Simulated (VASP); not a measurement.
# Hf4C3 (I-43m) in VASP: a series of runs, part 2 of 2

VASP 6.6.1. Earlier steps stand in the parts before.

### 4 Relaxation of cell and atoms, PBE

This run uses another cell than the first one, of 13.38 Å³/atom, 1.557 times its volume.

INCAR

```
  PREC = Accurate
  ENCUT = 600
  EDIFF = 1E-7
  ISMEAR = 0
  SIGMA = 0.1
  LREAL = F
  LASPH = T
  NELM = 60
  ALGO = Normal
  ISIF = 3
  LWAVE = F
  LCHARG = F
  GGA = PE
  IBRION = 2
  NSW = 100
  EDIFFG = -0.01
```

KPOINTS

```
regular mesh
0
Gamma
  10 10 10
```

POSCAR

```
Hf4C3
1.0
   -2.8605656190      2.8605656190      2.8605656190
    2.8605656190     -2.8605656190      2.8605656190
    2.8605656190      2.8605656190     -2.8605656190
Hf C
4 3
Direct
    0.3857174054      0.3857174054      0.3857174054
    0.0000000000      0.0000000000      0.6142825946
    0.0000000000      0.6142825946      0.0000000000
    0.6142825946      0.0000000000      0.0000000000
    0.0000000000      0.5000000000      0.5000000000
    0.5000000000      0.0000000000      0.5000000000
    0.5000000000      0.5000000000      0.0000000000
```

Potentials or basis: VASP PAW PBE potentials, release 64 (Hf_pv, C).

Launch:

```bash
> cat potpaw_PBE.64/Hf_pv/POTCAR potpaw_PBE.64/C/POTCAR > POTCAR
> mpirun -np 1 vasp_std > vasp.out
```

OUTCAR:

```text
PREC = Accurate
   ENCUT = 600
   EDIFF = 1E-7
   ISMEAR = 0
   LREAL = F
   LASPH = T
   NELM = 60
   ISIF = 3
   GGA = PE
   IBRION = 2
   NSW = 100
   EDIFFG = -0.01

 ion  position               nearest neighbor table
   1  0.386  0.386  0.386-   5 2.35   6 2.35   7 2.35   7 2.72   5 2.72   6 2.72   2 3.01   2 3.01
                             4 3.01   4 3.01   3 3.01   3 3.01   2 3.12   3 3.12   4 3.12
   2  0.000  0.000  0.614-   7 2.35   5 2.35   6 2.35   6 2.72   5 2.72   7 2.72   1 3.01   1 3.01
                             4 3.01   3 3.01   3 3.01   4 3.01   1 3.12   3 3.12   4 3.12
   3  0.000  0.614  0.000-   6 2.35   5 2.35   7 2.35   5 2.72   7 2.72   6 2.72   4 3.01   4 3.01
                             2 3.01   1 3.01   1 3.01   2 3.01   1 3.12   2 3.12   4 3.12
   4  0.614  0.000  0.000-   5 2.35   6 2.35   7 2.35   6 2.72   7 2.72   5 2.72   3 3.01   3 3.01
                             1 3.01   2 3.01   1 3.01   2 3.01   1 3.12   2 3.12   3 3.12
   5  0.000  0.500  0.500-   1 2.35   2 2.35   3 2.35   4 2.35   3 2.72   2 2.72   4 2.72   1 2.72

   6  0.500  0.000  0.500-   1 2.35   2 2.35   4 2.35   3 2.35   4 2.72   1 2.72   2 2.72   3 2.72

   7  0.500  0.500  0.000-   3 2.35   4 2.35   2 2.35   1 2.35   1 2.72   4 2.72   3 2.72   2 2.72

  LATTYP: Found a body centered cubic cell.
 ALAT       =     5.7211312380

  Lattice vectors:

 A1 = (  -2.8605656190,   2.8605656190,   2.8605656190)
 A2 = (   2.8605656190,  -2.8605656190,   2.8605656190)
 A3 = (   2.8605656190,   2.8605656190,  -2.8605656190)

Analysis of symmetry for initial positions (statically):
=====================================================================
 Subroutine PRICEL returns:
 Original cell was already a primitive cell.

 Routine SETGRP: Setting up the symmetry group for a
 body centered cubic supercell.

 Subroutine GETGRP returns: Found 24 space group operations
 (whereof 24 operations were pure point group operations)
 out of a pool of 48 trial point group operations.

The static configuration has the point symmetry T_d .

Analysis of symmetry for dynamics (positions and initial velocities):
=====================================================================
 Subroutine PRICEL returns:
 Original cell was already a primitive cell.

 Routine SETGRP: Setting up the symmetry group for a
 body centered cubic supercell.

 Subroutine GETGRP returns: Found 24 space group operations
 (whereof 24 operations were pure point group operations)
 out of a pool of 48 trial point group operations.

The dynamic configuration has the point symmetry T_d .

 Subroutine INISYM returns: Found 24 space group operations
 (whereof 24 operations are pure point group operations),
 and found     1 'primitive' translations

----------------------------------------------------------------------------------------

                                     Primitive cell

  volume of cell :      93.6302

  direct lattice vectors                    reciprocal lattice vectors
    -2.860565619  2.860565619  2.860565619     0.000000000  0.174790607  0.174790607
     2.860565619 -2.860565619  2.860565619     0.174790607  0.000000000  0.174790607
     2.860565619  2.860565619 -2.860565619     0.174790607  0.174790607  0.000000000

  length of vectors
     4.954644990  4.954644990  4.954644990     0.247191247  0.247191247  0.247191247

  position of ions in fractional coordinates (direct lattice)
[... 51 lines left out ...]
  0.500000  0.000000  0.000000      6.000000
[... 16 lines left out ...]
  0.300000  0.300000  0.100000      8.000000
 -0.300000  0.300000  0.100000     24.000000
 [... further k-points ...]
   k-points           NKPTS =     47   k-points in BZ     NKDIM =     47   number of bands    NBANDS=     31
   number of dos      NEDOS =    301   number of ions     NIONS =      7
   total plane-waves  NPLWV =  64000
   dimension x,y,z NGX =    40 NGY =   40 NGZ =   40
   dimension x,y,z NGXF=    80 NGYF=   80 NGZF=   80
   ions per type =               4   3
   NGX,Y,Z   is equivalent  to a cutoff of  13.42, 13.42, 13.42 a.u.
   NGXF,Y,Z  is equivalent  to a cutoff of  26.84, 26.84, 26.84 a.u.
 SYSTEM =  unknown system
   PREC   = accura    normal or accurate (medium, high low for compatibility)
   ISTART =      0    job   : 0-new  1-cont  2-samecut
   ICHARG =      2    charge: 1-file 2-atom 10-const
   ISPIN  =      1    spin polarized calculation?
   LNONCOLLINEAR =      F non collinear calculations
   LSORBIT =      F    spin-orbit coupling
   LASPH  =      T    aspherical Exc in radial PAW
   ENCUT  =  600.0 eV  44.10 Ry    6.64 a.u.   9.90  9.90  9.90*2*pi/ulx,y,z
   NELM   =     60;   NELMIN=  2; NELMDL= -5     # of ELM steps
   EDIFF  = 0.1E-06   stopping-criterion for ELM
   LREAL  =      F    real-space projection
   EDIFFG = -.1E-01   stopping-criterion for IOM
   NSW    =    100    number of steps for IOM
   IBRION =      2    ionic relax: 0-MD 1-quasi-New 2-CG
   NFREE  =      1    steps in history (QN), initial steepest desc. (CG)
   ISIF   =      3    stress and relaxation
   ISYM   =      2    0-nonsym 1-usesym 2-fastsym
   POTIM  = 0.5000    time-step for ionic-motion
   TEBEG  =    0.0;   TEEND  =   0.0 temperature during run
   PSTRESS=    0.0 pullay stress
   NELECT =      52.0000    total number of electrons
   NUPDOWN=      -1.0000    fix difference up-down
   EMIN   =  10.00;   EMAX   =-10.00  energy-range for DOS
   EFERMI =   0.00;   METHOD = LEGACY
   ISMEAR =     0;   SIGMA  =   0.10  broadening in eV -4-tet -1-fermi 0-gaus
   EFERMI_NEDOS =   21; number of points for ismear=-14 and -15
   IALGO  =     38    algorithm
   IMIX   =      4    mixing-type and parameters
     AMIX     =   0.40;   BMIX     =  1.00
     AMIX_MAG =   1.60;   BMIX_MAG =  1.00
  volume/ion in A,a.u.               =      13.38        90.26
  Fermi-wavevector in a.u.,A,eV,Ry     =   1.345666  2.542941 24.637671  1.810818
  Thomas-Fermi vector in A             =   2.473561
   LORBIT       =      0    0 simple, 1 ext, 2 COOP (PROOUT), +10 PAW based schemes
   GGA     = PE    functional components
   LHFCALC =     F    Hartree Fock is set to
   AEXX    =    0.0000 exact exchange contribution
   IVDW    =     0    specifies the selected vdW correction
   LEPSILON=     F    determine dielectric tensor
   LRPA    =     F    only Hartree local field effects (RPA)
 conjugate gradient relaxation of ions
 non-spin polarized calculation
 Gauss-broadening in eV      SIGMA  =   0.10
  energy-cutoff  :      600.00
  volume of cell :       93.63
 maximum number of plane-waves:      3152
   NGX = 19   NGY = 19   NGZ = 19

--------------------------------------- Ionic step        1  -------------------------------------------

 number of electron      52.0000004 magnetization

 Free energy of the ion-electron system (eV)
  ---------------------------------------------------
  ext. energy  EPLUGINS =         0.00000000
  ---------------------------------------------------
  free energy    TOTEN  =       -68.02249391 eV

  energy without entropy =      -67.99882938  energy(sigma->0) =      -68.01066165

------------------------ aborting loop because EDIFF is reached ----------------------------------------

  FORCE on cell =-STRESS in cart. coord.  units (eV):
  Direction    XX          YY          ZZ          XY          YZ          ZX
  --------------------------------------------------------------------------------------
  -------------------------------------------------------------------------------------
  Total       -0.6036736     -0.6036736     -0.6036736     -0.0000000      0.0000000     -0.0000000
  in kB      -10.3299210    -10.3299210    -10.3299210     -0.0000000      0.0000000     -0.0000000
  external PRESSURE =     -10.3299210 kB  Pullay stress =       0.0000000 kB
[... 151 lines left out ...]
--------------------------------------- Ionic step        5  -------------------------------------------

 number of electron      52.0000006 magnetization

 Free energy of the ion-electron system (eV)
  ---------------------------------------------------
  ext. energy  EPLUGINS =         0.00000000
  ---------------------------------------------------
  free energy    TOTEN  =       -68.02492851 eV

  energy without entropy =      -68.00147593  energy(sigma->0) =      -68.01320222

 E-fermi :   6.5925     XC(G=0): -12.3717

 val. band max:        6.5848208558   @ k =   0.1000   0.0000   0.0000
 cond. band min:       6.5927107655   @ k =  -0.3000   0.4000   0.1000
 fundamental gap:      0.0078899097
 Fermi energy:         6.5925475560

 k-point     1 :       0.0000    0.0000    0.0000
  band No.  band energies     occupation
      1     -24.1844      2.00000
      2     -24.1844      2.00000
      3     -24.1844      2.00000
      4     -24.0057      2.00000
      5     -24.0057      2.00000
      6     -24.0057      2.00000
[... 805 lines left out ...]
     30       8.3200      0.00000
     31       8.9952      0.00000

 [... further k-points ...]
[... 5 lines left out ...]
  --------------------------------------------------------------------------------------
  -------------------------------------------------------------------------------------
  Total        0.0063551      0.0063551      0.0063551      0.0000000      0.0000000      0.0000000
  in kB        0.1094046      0.1094046      0.1094046      0.0000000      0.0000000      0.0000000
  external PRESSURE =       0.1094046 kB  Pullay stress =       0.0000000 kB
[... 22 lines left out ...]
  FREE ENERGIE OF THE ION-ELECTRON SYSTEM (eV)
  ---------------------------------------------------
  free  energy   TOTEN  =       -68.0249285094 eV

  energy  without entropy=      -68.0014759253  energy(sigma->0) =      -68.01320222

 reached required accuracy - stopping structural energy minimisation
```

It took 9.4 min on 1 thread of Intel Xeon Platinum 8259CL at 2.50GHz (Skylake/Cascade Lake), shared host; peak memory 0.33 GiB.

What came out:

- Free energy: -68.0249 eV
- Relaxed volume: 13.30 Å³/atom
- Relaxed cell: a = 4.945 Å, b = 4.945 Å, c = 4.945 Å, α = 109.47°, β = 109.47°, γ = 109.47°
- Space group after relaxing (to 0.05 Å): I-43m (No. 217)
- Energy gained by relaxing: 0.3 meV/atom
- Ionic steps: 5
- Pressure after relaxing: 0.0 GPa
- Band gap on the k mesh: zero (band 26 reaches 7.03 eV, above the bottom of band 27 at 5.72 eV)

Step by step:
```tsv
step	energy change (eV)	largest force (eV/Å)	pressure (GPa)	volume (Å³)
1	0.0000	0.0491	-1.03	93.63
2	0.0007	0.0653	1.41	92.47
3	-0.0019	0.0567	0.08	93.09
4	-0.0023	0.0277	0.04	93.08
5	-0.0024	0.0010	0.01	93.07
```

Final structure:
```
Hf C
1.0
    -2.85482    2.85482    2.85482
     2.85482   -2.85482    2.85482
     2.85482    2.85482   -2.85482
Hf C
4 3
Direct
  0.38700 0.38700 0.38700
  0.00000 0.00000 0.61300
  0.00000 0.61300 0.00000
  0.61300 0.00000 0.00000
  0.00000 0.50000 0.50000
  0.50000 0.00000 0.50000
  0.50000 0.50000 0.00000
```

Levels at points of the mesh, in eV from the Fermi level:
| k point | band 24 | band 25 | band 26 | band 27 | band 28 | band 29 |
| --- | --- | --- | --- | --- | --- | --- |
| (0.00, 0.00, 0.00) | -1.79 | -1.79 | -0.04 | -0.04 | 1.82 | 1.82 |
| (0.50, 0.00, 0.00) | -1.89 | -1.50 | -0.22 | 0.38 | 1.24 | 1.83 |
| (0.50, 0.50, 0.50) | -0.40 | -0.40 | 0.44 | 0.44 | 0.44 | 1.17 |

Caveat: spin-orbit coupling is left out, which moves the levels of the heavy elements.

### 5 Summary

```tsv
task	cell	k mesh	cutoff (eV)	gap on the mesh (eV)	pressure (GPa)	relaxed volume (Å³/atom)	largest force (eV/Å)
relaxation of cell and atoms	relaxed from a = 4.275 Å, angles 109.5°, 7 atoms	6 × 6 × 6	600	none	-0.2	13.31	0.01
single point	a = 4.954 Å, angles 109.5°, 7 atoms	10 × 10 × 10	520	none	-1.0	-	0.01
relaxation of cell and atoms	relaxed from a = 4.955 Å, angles 109.5°, 7 atoms	10 × 10 × 10	600	none	0.0	13.30	-
```

Alike in all rows: level PBE; potentials or basis VASP PAW PBE potentials, release 64 (Hf_pv, C); no spin polarisation; smearing gaussian 0.1 eV.

Caveats: spin-orbit coupling is left out, which moves the levels of the heavy elements; the volume moved by over 15 % at a fixed basis, so the end points are rough (some runs).

Total energies depend on the potentials used, so only differences within one code and one set of settings carry meaning.
